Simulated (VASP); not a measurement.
# Li7ZrH8 (a cell with a defect) in VASP: settings compared

Li7ZrH8 (a cell with a defect) is run at these levels: PBEsol, PBEsol+D3(BJ); tasks: single point.

Program: VASP 6.6.1. These are calculated values, not measurements. Logs are shortened: lines on timing, memory, paths and dates and some standing lists are left out, and cuts for length are marked.

### Step 1. The cell of the first run

The cell holds a defect, 16 atoms: a = 5.629 Å, b = 5.629 Å, c = 5.629 Å, α = 60.00°, β = 60.00°, γ = 60.00°.

### Step 2. Single point, PBEsol

Contents of INCAR:

```
SYSTEM = Li7ZrH8
PREC = Accurate
ENCUT = 650
EDIFF = 1E-6
ISMEAR = 1
SIGMA = 0.05
LREAL = Auto
LASPH = .True.
NELM = 120
ALGO = Normal
ISIF = 2
LWAVE = .False.
LCHARG = .False.
GGA = PS
NBANDS = 34
NELECT = 38.0
GGA_COMPAT = .False.
ISYM = -1
```

Contents of KPOINTS:

```
explicit points
4
Reciprocal
  0.25000000   0.25000000   0.25000000 2
  0.25000000   0.25000000   0.75000000 2
  0.25000000   0.75000000   0.25000000 2
  0.25000000   0.75000000   0.75000000 2
```

Contents of POSCAR:

```
Li7ZrH8
1.0
    0.0000000000      3.9799680000      3.9799680000
    3.9799680000      0.0000000000      3.9799680000
    3.9799680000      3.9799680000      0.0000000000
H Li Zr
8 7 1
Direct
    0.7448680000      0.2449130000      0.2543120000
    0.2507480000      0.7499620000      0.7558980000
    0.2426050000      0.7548140000      0.2553160000
    0.7561450000      0.2439500000      0.7499230000
    0.2598760000      0.2442070000      0.7490430000
    0.7497530000      0.7395820000      0.2505380000
    0.2520280000      0.2509170000      0.2415990000
    0.7369170000      0.7510720000      0.7523750000
    0.9963410000      0.0033010000      0.0018570000
    0.9927990000      0.0048960000      0.5017110000
    0.4994560000      0.5040020000      0.9969970000
    0.0061280000      0.4992810000      0.9938230000
    0.4987640000      0.9997190000      0.5009490000
    0.5055710000      0.0014840000      0.9953430000
    0.9950660000      0.4993110000      0.5044200000
    0.4998080000      0.5013420000      0.4994530000
```

Potentials or basis: VASP PAW PBE potentials, release 64 (H, Li_sv, Zr_sv).

The run is started by

```sh
$ cat potpaw_PBE.64/H/POTCAR potpaw_PBE.64/Li_sv/POTCAR potpaw_PBE.64/Zr_sv/POTCAR > POTCAR
$ mpirun -np 1 vasp_std > vasp.out
```

OUTCAR:

```text
SYSTEM = Li7ZrH8
   PREC = Accurate
   ENCUT = 650
   EDIFF = 1E-6
   ISMEAR = 1
   LREAL = Auto
   LASPH = .True.
   NELM = 120
   ISIF = 2
   GGA = PS
   NELECT = 38.0
   ISYM = -1

 ion  position               nearest neighbor table
   1  0.745  0.245  0.254-  16 2.00
   2  0.251  0.750  0.756-  16 2.01
   3  0.243  0.755  0.255-  16 2.00
   4  0.756  0.244  0.750-  16 2.02
   5  0.260  0.244  0.749-  16 1.98
   6  0.750  0.740  0.251-  16 1.94
   7  0.252  0.251  0.242-
   8  0.737  0.751  0.752-
   9  0.996  0.003  0.002-
  10  0.993  0.005  0.502-  16 2.78  16 2.84
  11  0.499  0.504  0.997-  16 2.81  16 2.82
  12  0.006  0.499  0.994-  16 2.78  16 2.85
  13  0.499  1.000  0.501-  16 2.81  16 2.82
  14  0.506  0.001  0.995-  16 2.80  16 2.83
  15  0.995  0.499  0.504-  16 2.80  16 2.83
  16  0.500  0.501  0.499-   6 1.94   5 1.98   3 2.00   1 2.00   2 2.01   4 2.02  12 2.78  10 2.78
                            15 2.80  14 2.80  13 2.81  11 2.81  11 2.82  13 2.82  14 2.83  15 2.83

IMPORTANT INFORMATION: All symmetrisations will be switched off!
NOSYMM: (Re-)initialisation of all symmetry stuff for point group C_1.

----------------------------------------------------------------------------------------

                                     Primitive cell

  volume of cell :     126.0865

  direct lattice vectors                    reciprocal lattice vectors
     0.000000000  3.979968000  3.979968000    -0.125629151  0.125629151  0.125629151
     3.979968000  0.000000000  3.979968000     0.125629151 -0.125629151  0.125629151
     3.979968000  3.979968000  0.000000000     0.125629151  0.125629151 -0.125629151

  length of vectors
     5.628524723  5.628524723  5.628524723     0.217596072  0.217596072  0.217596072

  position of ions in fractional coordinates (direct lattice)
     0.744868000  0.244913000  0.254312000
     0.250748000  0.749962000  0.755898000
     0.242605000  0.754814000  0.255316000
     0.756145000  0.243950000  0.749923000
     0.259876000  0.244207000  0.749043000
     0.749753000  0.739582000  0.250538000
     0.252028000  0.250917000  0.241599000
     0.736917000  0.751072000  0.752375000
     0.996341000  0.003301000  0.001857000
     0.992799000  0.004896000  0.501711000
     0.499456000  0.504002000  0.996997000
     0.006128000  0.499281000  0.993823000
     0.498764000  0.999719000  0.500949000
     0.505571000  0.001484000  0.995343000
     0.995066000  0.499311000  0.504420000
     0.499808000  0.501342000  0.499453000

  ion indices of the primitive-cell ions
   primitive index   ion index
                 1           1
                 2           2
                 3           3
                 4           4
                 5           5
                 6           6
                 7           7
                 8           8
                 9           9
                10          10
                11          11
                12          12
                13          13
                14          14
                15          15
                16          16

----------------------------------------------------------------------------------------

 KPOINTS: explicit points

Read explicit list of k-points.

 Found      4 k-points:

 Following reciprocal coordinates:
            Coordinates               Weight
  0.250000  0.250000  0.250000      0.250000
  0.250000  0.250000  0.750000      0.250000
  0.250000  0.750000  0.250000      0.250000
  0.250000  0.750000  0.750000      0.250000
   k-points           NKPTS =      4   k-points in BZ     NKDIM =      4   number of bands    NBANDS=     34
   number of dos      NEDOS =    301   number of ions     NIONS =     16
   total plane-waves  NPLWV = 110592
   dimension x,y,z NGX =    48 NGY =   48 NGZ =   48
   dimension x,y,z NGXF=    96 NGYF=   96 NGZF=   96
   ions per type =               8   7   1
   NGX,Y,Z   is equivalent  to a cutoff of  14.18, 14.18, 14.18 a.u.
   NGXF,Y,Z  is equivalent  to a cutoff of  28.35, 28.35, 28.35 a.u.
 SYSTEM =  Li7ZrH8
   PREC   = accura    normal or accurate (medium, high low for compatibility)
   ISTART =      0    job   : 0-new  1-cont  2-samecut
   ICHARG =      2    charge: 1-file 2-atom 10-const
   ISPIN  =      1    spin polarized calculation?
   LNONCOLLINEAR =      F non collinear calculations
   LSORBIT =      F    spin-orbit coupling
   LASPH  =      T    aspherical Exc in radial PAW
   ENCUT  =  650.0 eV  47.77 Ry    6.91 a.u.  11.70 11.70 11.70*2*pi/ulx,y,z
   NELM   =    120;   NELMIN=  2; NELMDL= -5     # of ELM steps
   EDIFF  = 0.1E-05   stopping-criterion for ELM
   LREAL  =      T    real-space projection
   EDIFFG = 0.1E-04   stopping-criterion for IOM
   NSW    =      0    number of steps for IOM
   IBRION =     -1    ionic relax: 0-MD 1-quasi-New 2-CG
   NFREE  =      0    steps in history (QN), initial steepest desc. (CG)
   ISIF   =      2    stress and relaxation
   ISYM   =     -1    0-nonsym 1-usesym 2-fastsym
   POTIM  = 0.5000    time-step for ionic-motion
   TEBEG  =    0.0;   TEEND  =   0.0 temperature during run
   PSTRESS=    0.0 pullay stress
   NELECT =      38.0000    total number of electrons
   NUPDOWN=      -1.0000    fix difference up-down
   EMIN   =  10.00;   EMAX   =-10.00  energy-range for DOS
   EFERMI =   0.00;   METHOD = LEGACY
   ISMEAR =     1;   SIGMA  =   0.05  broadening in eV -4-tet -1-fermi 0-gaus
   EFERMI_NEDOS =   21; number of points for ismear=-14 and -15
   IALGO  =     38    algorithm
   IMIX   =      4    mixing-type and parameters
     AMIX     =   0.40;   BMIX     =  1.00
     AMIX_MAG =   1.60;   BMIX_MAG =  1.00
  volume/ion in A,a.u.               =       7.88        53.18
  Fermi-wavevector in a.u.,A,eV,Ry     =   1.097606  2.074174 16.391467  1.204739
  Thomas-Fermi vector in A             =   2.233969
   LORBIT       =      0    0 simple, 1 ext, 2 COOP (PROOUT), +10 PAW based schemes
   GGA     = PS    functional components
   LHFCALC =     F    Hartree Fock is set to
   AEXX    =    0.0000 exact exchange contribution
   IVDW    =     0    specifies the selected vdW correction
   LEPSILON=     F    determine dielectric tensor
   LRPA    =     F    only Hartree local field effects (RPA)
 non-spin polarized calculation
 Methfessel and Paxton  Order N= 1 SIGMA  =   0.05
  energy-cutoff  :      650.00
  volume of cell :      126.09
 maximum number of plane-waves:      4756
 NGX is ok and might be reduce to    48
   NGX = 23   NGY = 23   NGZ = 23

 number of electron      37.9999996 magnetization

 Free energy of the ion-electron system (eV)
  ---------------------------------------------------
  ext. energy  EPLUGINS =         0.00000000
  ---------------------------------------------------
  free energy    TOTEN  =       -63.55099362 eV

  energy without entropy =      -63.55171836  energy(sigma->0) =      -63.55123520

 E-fermi :   1.4431     XC(G=0):  -8.9285

 val. band max:        1.4009769685   @ k =   0.2500   0.2500   0.2500
 cond. band min:       2.6850121262   @ k =   0.2500   0.2500   0.7500
 fundamental gap:      1.2840351576
 Fermi energy:         1.4430710791

 k-point     1 :       0.2500    0.2500    0.2500
  band No.  band energies     occupation
      1     -47.1872      2.00000
      2     -41.1942      2.00000
      3     -40.9989      2.00000
      4     -40.9695      2.00000
      5     -40.9500      2.00000
      6     -40.9258      2.00000
      7     -40.8924      2.00000
      8     -40.8770      2.00000
      9     -25.2514      2.00000
     10     -25.2437      2.00000
     11     -25.2072      2.00000
     12      -3.4761      2.00000
     13      -1.3561      2.00000
     14      -1.2820      2.00000
     15      -1.2196      2.00000
     16      -0.2297      2.00000
     17       0.0230      2.00000
     18       0.0520      2.00000
     19       1.4010      2.00000
     20       2.7376      0.00000
     21       2.7466      0.00000
     22       3.2538      0.00000
     23       5.5395      0.00000
     24       5.5735      0.00000
     25       6.8261      0.00000
     26       7.7697      0.00000
     27       8.1800      0.00000
     28       8.2343      0.00000
     29       9.4994      0.00000
     30       9.5895      0.00000
     31      10.0838      0.00000

 k-point     2 :       0.2500    0.2500    0.7500
  band No.  band energies     occupation
      1     -47.1870      2.00000
      2     -41.1936      2.00000
      3     -40.9952      2.00000
      4     -40.9731      2.00000
      5     -40.9483      2.00000
      6     -40.9273      2.00000
      7     -40.8902      2.00000
      8     -40.8809      2.00000
      9     -25.2488      2.00000
     10     -25.2425      2.00000
     11     -25.2070      2.00000
     12      -2.7827      2.00000
     13      -2.1631      2.00000
     14      -1.4306      2.00000
     15      -1.3128      2.00000
     16      -0.7509      2.00000
     17      -0.0063      2.00000
     18       0.1810      2.00000
     19       1.2109      2.00000
     20       2.6850      0.00000
     21       3.0437      0.00000
     22       3.5877      0.00000
     23       5.5694      0.00000
     24       6.5214      0.00000
     25       7.7117      0.00000
     26       7.8563      0.00000
     27       8.3456      0.00000
     28       9.3141      0.00000
     29      10.0494      0.00000
     30      10.1795      0.00000
     31      10.4050      0.00000

 k-point     3 :       0.2500    0.7500    0.2500
  band No.  band energies     occupation
      1     -47.1870      2.00000
      2     -41.1936      2.00000
      3     -40.9937      2.00000
      4     -40.9750      2.00000
      5     -40.9487      2.00000
      6     -40.9268      2.00000
      7     -40.8890      2.00000
      8     -40.8819      2.00000
      9     -25.2503      2.00000
     10     -25.2409      2.00000
     11     -25.2070      2.00000
     12      -2.7992      2.00000
     13      -2.1017      2.00000
     14      -1.4581      2.00000
     15      -1.3628      2.00000
     16      -0.7205      2.00000
     17      -0.0132      2.00000
     18       0.1904      2.00000
     19       1.2127      2.00000
     20       2.6861      0.00000
     21       3.0405      0.00000
     22       3.5877      0.00000
     23       5.5315      0.00000
     24       6.5436      0.00000
     25       7.7098      0.00000
     26       7.8867      0.00000
     27       8.3788      0.00000
     28       9.3552      0.00000
     29      10.0113      0.00000
     30      10.0929      0.00000
     31      10.4414      0.00000

 k-point     4 :       0.2500    0.7500    0.7500
  band No.  band energies     occupation
      1     -47.1870      2.00000
      2     -41.1936      2.00000
      3     -40.9974      2.00000
      4     -40.9690      2.00000
      5     -40.9479      2.00000
      6     -40.9289      2.00000
      7     -40.8946      2.00000
      8     -40.8771      2.00000
      9     -25.2495      2.00000
     10     -25.2417      2.00000
     11     -25.2070      2.00000
     12      -2.8087      2.00000
     13      -2.1001      2.00000
     14      -1.4463      2.00000
     15      -1.3602      2.00000
     16      -0.7012      2.00000
     17      -0.0219      2.00000
     18       0.1837      2.00000
     19       1.1983      2.00000
     20       2.6869      0.00000
     21       3.0263      0.00000
     22       3.5834      0.00000
     23       5.5374      0.00000
     24       6.5453      0.00000
     25       7.7207      0.00000
     26       7.9382      0.00000
     27       8.4156      0.00000
     28       9.3397      0.00000
     29      10.0096      0.00000
     30      10.0823      0.00000
     31      10.3564      0.00000
 [bands above 31 left out]

------------------------ aborting loop because EDIFF is reached ----------------------------------------

  FORCE on cell =-STRESS in cart. coord.  units (eV):
  Direction    XX          YY          ZZ          XY          YZ          ZX
  --------------------------------------------------------------------------------------
  -------------------------------------------------------------------------------------
  Total      -11.6630125    -11.7020491    -10.4291900     -0.4371040     -0.2357911     -0.3811611
  in kB     -148.2014960   -148.6975328   -132.5233555     -5.5542656     -2.9961897     -4.8434011
  external PRESSURE =    -143.1407948 kB  Pullay stress =       0.0000000 kB

 VOLUME and BASIS-vectors are now :
 -----------------------------------------------------------------------------
  energy-cutoff  :      650.00
  volume of cell :      126.09
      direct lattice vectors                 reciprocal lattice vectors
     0.000000000  3.979968000  3.979968000    -0.125629151  0.125629151  0.125629151
     3.979968000  0.000000000  3.979968000     0.125629151 -0.125629151  0.125629151
     3.979968000  3.979968000  0.000000000     0.125629151  0.125629151 -0.125629151

 POSITION                                       TOTAL-FORCE (eV/Angst)
 -----------------------------------------------------------------------------------
      1.98690      3.97670      3.93930        -0.055730     -0.018595      0.031282
      5.99327      4.00642      3.98279        -0.015427     -0.071475     -0.033965
      4.02029      1.98171      3.96970        -0.074408     -0.058624     -0.042600
      3.95558      5.99410      3.98035         0.070594     -0.063235      0.016001
      3.95310      4.01547      2.00623        -0.003755     -0.104014     -0.254997
      3.94065      3.98113      5.92751         0.027797      0.040675      0.514908
      1.96020      1.96462      2.00171         0.055649      0.077822     -0.014044
      5.98367      5.92733      5.92215        -0.102405      0.084416      0.039690
      0.02053      3.97280      3.97854        -0.044022      0.079724     -0.006166
      2.01628      5.94810      3.97079        -0.174327      0.121453      0.021377
      5.97393      5.95584      3.99373         0.069331      0.057344     -0.101894
      5.94251      3.97977      2.01151         0.153383     -0.002681     -0.155424
      5.97261      3.97883      5.96391         0.024870     -0.063582      0.012478
      3.96734      5.97359      2.01806         0.032276      0.033146     -0.133478
      3.99482      5.96791      5.94757        -0.083377      0.042716      0.127863
      3.98313      3.97703      3.98454         0.119550     -0.155092     -0.021032
 -----------------------------------------------------------------------------------
    total drift:                               -0.006043      0.007644     -0.009962

  FREE ENERGIE OF THE ION-ELECTRON SYSTEM (eV)
  ---------------------------------------------------
  free  energy   TOTEN  =       -63.5509936217 eV

  energy  without entropy=      -63.5517183600  energy(sigma->0) =      -63.55123520
```

Run time: 37 s. Hardware: 1 thread of Intel Xeon Platinum 8488C (Sapphire Rapids), shared host; peak memory 0.32 GiB.

What came out:

* Free energy: -63.5510 eV
* Largest force: 0.517 eV/Å

Forces in eV/Å, atoms in the order of the input:
```
H   -0.056 -0.019  0.031
H   -0.015 -0.071 -0.034
H   -0.074 -0.059 -0.043
H    0.071 -0.063  0.016
H   -0.004 -0.104 -0.255
H    0.028  0.041  0.515
H    0.056  0.078 -0.014
H   -0.102  0.084  0.040
Li  -0.044  0.080 -0.006
Li  -0.174  0.121  0.021
Li   0.069  0.057 -0.102
Li   0.153 -0.003 -0.155
Li   0.025 -0.064  0.012
Li   0.032  0.033 -0.133
Li  -0.083  0.043  0.128
Zr   0.120 -0.155 -0.021
```

Caveat: the cell carries a net charge on a neutralising background, which shifts energy and pressure; the cell is charged against a uniform background, so pressure and absolute levels hang on convention; the PAW data sets were made with another functional, which shifts forces and pressure a little.

### Step 3. Single point, PBEsol+D3(BJ)

Contents of INCAR:

```
SYSTEM = Li7ZrH8
ALGO = Normal
EDIFF = 1E-6
ENCUT = 650
GGA = PS
GGA_COMPAT = .False.
ISIF = 2
ISMEAR = -1
ISYM = -1
IVDW = 12
LASPH = .True.
LCHARG = .False.
LREAL = Auto
LWAVE = .False.
NBANDS = 34
NELECT = 38.0
NELM = 120
PREC = Accurate
SIGMA = 0.05
```

KPOINTS is that of step 2.

POSCAR is that of step 2.

Potentials or basis: VASP PAW PBE potentials, release 64 (H, Li_sv, Zr_sv).

The run is started by

```sh
$ cat potpaw_PBE.64/H/POTCAR potpaw_PBE.64/Li_sv/POTCAR potpaw_PBE.64/Zr_sv/POTCAR > POTCAR
$ mpirun -np 1 vasp_std > vasp.out
```

Wall time 43 s (1 thread of Intel Xeon Platinum 8488C (Sapphire Rapids), shared host); peak memory 0.32 GiB.

The run converged. Its results:

- Free energy: -66.3050 eV
- Largest force: 0.518 eV/Å
- Dispersion energy per atom: -0.172 eV

Forces on the atoms (eV/Å):
```
H   -0.057 -0.019  0.031
H   -0.015 -0.072 -0.034
H   -0.074 -0.059 -0.043
H    0.071 -0.062  0.016
H   -0.004 -0.104 -0.256
H    0.028  0.041  0.516
H    0.056  0.078 -0.014
H   -0.102  0.084  0.040
Li  -0.044  0.080 -0.006
Li  -0.175  0.121  0.021
Li   0.069  0.057 -0.102
Li   0.153 -0.003 -0.155
Li   0.025 -0.064  0.013
Li   0.032  0.033 -0.134
Li  -0.083  0.043  0.128
Zr   0.120 -0.155 -0.021
```

Levels at points of the mesh, in eV from the Fermi level:
| k point | band 15 | band 16 | band 17 | band 18 | band 19 | band 20 | band 21 | band 22 | band 23 | band 24 |
| --- | --- | --- | --- | --- | --- | --- | --- | --- | --- | --- |
| (0.25, 0.25, 0.25) | -3.23 | -2.24 | -1.99 | -1.96 | -0.61 | 0.73 | 0.73 | 1.24 | 3.53 | 3.56 |

Caveat: the cell carries a net charge on a neutralising background, which shifts energy and pressure; the cell is charged against a uniform background, so pressure and absolute levels hang on convention; three body term missing; the PAW data sets were made with another functional, which shifts forces and pressure a little.
